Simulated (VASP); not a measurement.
# V2O: relaxation of cell and atoms with PBE

The system is V2O.

```
CELL_PARAMETERS angstrom
4.03049 0.00000 0.00000
0.00000 4.91918 0.00000
0.00000 0.00000 3.07088
ATOMIC_POSITIONS crystal
V 0.20040 0.37870 0.00000
V 0.79960 0.62130 0.00000
V 0.70040 0.12130 0.50000
V 0.29960 0.87870 0.50000
O 0.00000 0.00000 0.00000
O 0.50000 0.50000 0.50000
```

| Item | Value |
| --- | --- |
| Program | VASP 6.6.1 |
| Task | relaxation of cell and atoms |
| Functional | PBE |
| Potentials or basis | VASP PAW PBE potentials, release 64 (V_sv, O) |
| Cutoff | 600 eV |
| k mesh | 4 × 4 × 6 |
| Occupations | gaussian, width 0.1 eV |
| Spin | no spin polarisation |
| Dipole correction | no |
| Further INCAR settings | ALGO = Normal; EDIFF = 1e-06; IBRION = 2; EDIFFG = -0.04; NSW = 90; ISIF = 3 |

- Relaxed volume: 10.61 Å³/atom
- Relaxed cell: a = 4.762 Å, b = 5.115 Å, c = 2.614 Å, α = 90.00°, β = 90.00°, γ = 90.00°
- Space group after relaxing (to 0.1 Å): Pnnm (No. 58)
- Energy gained by relaxing: 401.5 meV/atom
- Ionic steps: 14
- Pressure after relaxing: 0.0 GPa
- Largest force after relaxing: 0.035 eV/Å
- Band gap on the k mesh: zero (bands 32 and 33 overlap by 0.73 eV)

Forces in eV/Å, atoms in the order of the input:
```
V   -0.022  0.027  0.000
V    0.022 -0.027  0.000
V   -0.022 -0.027  0.000
V    0.022  0.027  0.000
O    0.000  0.000  0.000
O    0.000  0.000  0.000
```

Stress tensor (GPa, compression positive):
```
-0.05  0.00  0.00
 0.00  0.17  0.00
 0.00  0.00 -0.12
```

The path:
```tsv
step	energy change (eV)	largest force (eV/Å)	pressure (GPa)	volume (Å³)
1	0.0000	2.7040	18.01	60.89
2	-1.2677	0.6175	-18.83	71.20
3	-1.3569	0.7784	-13.31	68.86
4	-1.9442	1.0900	2.90	63.31
5	-1.9492	1.2094	5.48	62.69
6	-2.2666	0.5621	3.02	63.01
7	-2.3016	0.2626	2.79	63.10
8	-2.3704	0.1038	-4.33	64.93
9	-2.3704	0.1071	-4.18	64.89
10	-2.4002	0.0551	0.54	63.49
11	-2.4059	0.0583	-0.81	63.87
12	-2.4079	0.0529	0.66	63.49
13	-2.4082	0.0506	0.24	63.59
14	-2.4088	0.0352	0.00	63.67
```

Final structure:
```
V O
1.0
     4.76247    0.00000    0.00000
     0.00000    5.11495    0.00000
     0.00000    0.00000    2.61377
V O
4 2
Direct
  0.22352 0.32578 0.00000
  0.77648 0.67422 0.00000
  0.72352 0.17422 0.50000
  0.27648 0.82578 0.50000
  0.00000 0.00000 0.00000
  0.50000 0.50000 0.50000
```

Levels at points of the mesh, in eV from the Fermi level:
```tsv
k point	band 29	band 30	band 31	band 32	band 33	band 34	band 35	band 36
(0.00, 0.00, 0.00)	-1.17	-1.16	-1.11	-1.03	-0.09	0.03	0.20	0.28
(0.50, 0.00, 0.00)	-1.59	-1.59	-1.16	-1.16	0.50	0.50	0.90	0.90
(0.00, 0.50, 0.00)	-1.57	-1.57	-0.84	-0.84	0.46	0.46	0.58	0.58
(0.50, 0.50, 0.00)	-1.75	-1.75	-1.46	-1.46	0.67	0.67	1.14	1.14
(0.00, 0.00, 0.50)	-1.46	-1.46	0.25	0.25	0.66	0.66	0.81	0.81
(0.50, 0.00, 0.50)	-1.90	-1.90	-0.66	-0.66	-0.15	-0.15	1.51	1.51
(0.00, 0.50, 0.50)	-1.72	-1.72	0.32	0.32	1.12	1.12	1.31	1.31
(0.50, 0.50, 0.50)	-1.18	-1.18	-0.50	-0.50	1.06	1.06	1.23	1.23
```

Run time: 5.6 min on 1 thread of Intel(R) Xeon(R) 6975P-C (Granite Rapids), on a shared host, peak memory 0.25 GiB.

Caveat: the k points lie up to 0.40 Å⁻¹ apart in the final cell, too coarse for converged energies and pressures of a metal; a cell axis changed by over 15 % at a fixed basis, so the end point is rough; the run has no spin polarisation, though such a crystal can be magnetic. With open d or f shells a metallic result of PBE can be an artefact of self-interaction; +U or a hybrid may open a gap.
